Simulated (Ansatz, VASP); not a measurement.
# One calculation of W, two programs

Contents of INCAR:

```
ALGO = Fast ; EDIFF = 1E-6
ENCUT = 520 ; GGA = PS
ISIF = 2 ; ISMEAR = 0
LASPH = T ; LCHARG = T
LELF = T ; LREAL = F
LVHAR = T ; LWAVE = F
NBANDS = 13 ; NELM = 100
PREC = Accurate ; SIGMA = 0.15
```

The input KPOINTS:

```
k-points
0
Gamma
  20 20 20
```

File POSCAR:

```
W
1.0
    0.0000000000      2.0300000000      2.0706000000
    2.0300000000      0.0000000000      2.0706000000
    2.0300000000      2.0300000000      0.0000000000
W
1
Direct
    0.0000000000      0.0000000000      0.0000000000
```

Input for Ansatz:

```yaml
crystal:
  lattice:
    - [0.0, 2.03, 2.0706]
    - [2.03, 0.0, 2.0706]
    - [2.03, 2.03, 0.0]
  atoms:
    - { symbol: W, position: [0.0, 0.0, 0.0] }
basis:
  ecutwfc: 420
kpoints:
  mp_grid: { grid: [20, 20, 20] }
hamiltonian:
  xc: pbesol
scf:
  occupations: { method: gaussian, width: 0.15 }
output:
  forces: true
  stress: true
  eigenvalues: true
```

Change from the starting cell: strain +0.0200 x Voigt [0, 0, 1, 0, 0, 0], atoms carried along.

Alike in both runs: task single point; functional PBEsol; k mesh 20 × 20 × 20; occupations gaussian, width 0.15 eV; no spin polarisation.

```csv
,VASP,Ansatz
version,VASP 6.6.1,Ansatz 0.2.0
potentials or method,"VASP PAW PBE potentials, release 64 (W_sv), cutoff 520 eV","scalar-relativistic, plane waves, PAW"
valence electrons in the cell,14,14
```

Ansatz gave:

* gap on the k mesh at the Fermi level (eV): none
* pressure (GPa): -17.3
* traceless stress, the component that is largest in VASP (GPa): 3.84

**Question.** Which values does VASP return?

**Answer.** gap on the k mesh at the Fermi level (eV): none; pressure (GPa): -16.9; traceless stress, the component that is largest in VASP (GPa): 3.86.

VASP's potentials were made for PBE, not for PBEsol. A gap of «none» marks a metal or a gap that the smearing closes.

Neither program's run includes spin-orbit coupling.
